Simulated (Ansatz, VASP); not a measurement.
## Two plane-wave programs on C

The input INCAR:

```
PREC     = Accurate       # precision mode
ENCUT    = 910            # plane-wave cutoff, eV
EDIFF    = 1E-6           # SCF threshold, eV
ISMEAR   = 0              # smearing method
SIGMA    = 0.05           # smearing width, eV
LREAL    = F              # projectors in reciprocal space
LASPH    = T              # aspherical terms in the spheres
NELM     = 120            # most SCF steps
ALGO     = Normal         # electronic algorithm
ISIF     = 2              # what is computed and relaxed
LWAVE    = F              # write WAVECAR
LCHARG   = F              # write CHGCAR
NBANDS   = 26             # bands
GGA_COMPAT= F
```

Contents of KPOINTS:

```
Automatic mesh
0
Gamma
  8 8 8
```

Contents of POSCAR:

```
C
1.0
   -2.4103983070      2.4103983070      2.4103983070
    2.4103983070     -2.4103983070      2.4103983070
    2.4103983070      2.4103983070     -2.4103983070
C
8
Direct
    0.3254710870      0.0000000000      0.0000000000
    0.6745289130      0.6745289130      0.6745289130
    0.0000000000      0.3254710870      0.0000000000
    0.0000000000      0.0000000000      0.3254710870
    0.0000000000      0.6745289130      0.0000000000
    0.3254710870      0.3254710870      0.3254710870
    0.6745289130      0.0000000000      0.0000000000
    0.0000000000      0.0000000000      0.6745289130
```

Input for Ansatz:

```yaml
crystal:
  lattice:
    - [-2.4103982985, 2.4103982985, 2.4103982985]
    - [2.4103982985, -2.4103982985, 2.4103982985]
    - [2.4103982985, 2.4103982985, -2.4103982985]
  atoms:
    - { symbol: C, position: [0.3254710859, 0.0, 0.0] }
    - { symbol: C, position: [0.6745289141, 0.6745289141, 0.6745289141] }
    - { symbol: C, position: [0.0, 0.3254710859, 0.0] }
    - { symbol: C, position: [0.0, 0.0, 0.3254710859] }
    - { symbol: C, position: [0.0, 0.6745289141, 0.0] }
    - { symbol: C, position: [0.3254710859, 0.3254710859, 0.3254710859] }
    - { symbol: C, position: [0.6745289141, 0.0, 0.0] }
    - { symbol: C, position: [0.0, 0.0, 0.6745289141] }
basis:
  ecutwfc: 420
kpoints:
  mp_grid: { grid: [8, 8, 8] }
hamiltonian:
  xc: lda
scf:
  occupations: { method: gaussian, width: 0.05 }
output:
  forces: true
  stress: true
  eigenvalues: true
  write_density: true
  write_potential: true
  elf: true
  volumetric_format: npy
```

Alike in both runs: task single point; functional LDA; k mesh 8 × 8 × 8; occupations gaussian, width 0.05 eV; no spin polarisation.

|  | VASP | Ansatz |
| --- | --- | --- |
| version | VASP 6.6.1 | Ansatz 0.2.0 |
| potentials or method | VASP PAW LDA potentials, release 64 (C_h), cutoff 910 eV | scalar-relativistic, plane waves, PAW |
| valence electrons in the cell | 32 | 32 |

```csv
,VASP,Ansatz,Ansatz less VASP
gap on the k mesh at the Fermi level (eV),3.03,3.04,+0.004
least direct gap on the mesh (eV),3.82,3.84,+0.017
rms of the force components (eV/Å),0.021,0.001,-0.0207
```

LDA's correlation is that of Perdew and Zunger in VASP and of Perdew and Wang (1992) in Ansatz. Atom by atom the forces differ by 0.022 eV/Å (rms over components).

Noted on VASP's run: the cutoff is short for stress, so the pressure is rough.
